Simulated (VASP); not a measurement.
Runs of VASP 6.6.1 on BeZn2Se3. The structure is that of space group P6/mmm (No. 191), or close to it. The cells are those of the table. 

| task | cell | k mesh | cutoff (eV) | gap on the mesh (eV) | pressure (GPa) | largest force (eV/Å) |
| --- | --- | --- | --- | --- | --- | --- |
| single point | a = 4.708, b = 4.708, c = 8.995 Å, angles 90.0, 90.0, 120.0°, 6 atoms | 12 × 12 × 4 | 520 | none | 0.1 | 0.03 |
| single point | a = 4.640, b = 4.640, c = 7.732 Å, angles 90.0, 90.0, 120.0°, 6 atoms | 6 × 6 × 2 | 520 | none | (a) | 2.99 |
| relaxation of cell and atoms | relaxed from a = 4.640, b = 4.640, c = 7.732 Å, angles 90.0, 90.0, 120.0°, 6 atoms | 6 × 6 × 2 | 600 | none | 0.0 | 0.02 |
| single point | a = 4.695, b = 4.695, c = 8.971 Å, angles 90.0, 90.0, 120.0°, 6 atoms | 6 × 6 × 2 | 520 | none | 0.2 | 0.03 |

Alike in all rows: level PBE; potentials or basis VASP PAW PBE potentials, release 64 (Be, Zn, Se); no spin polarisation; smearing gaussian 0.1 eV.

Problem. Estimate the missing entries.

Solution. (a) 13.4.

Caveats: some runs use coarse meshes; forces of over 1 eV/Å act on the atoms, so gaps and moduli don't describe the material at rest (some runs).

A k mesh can miss the band edges, and the runs leave out spin-orbit coupling on Se.

A gap of «none» marks levels without a gap at the run's occupations.
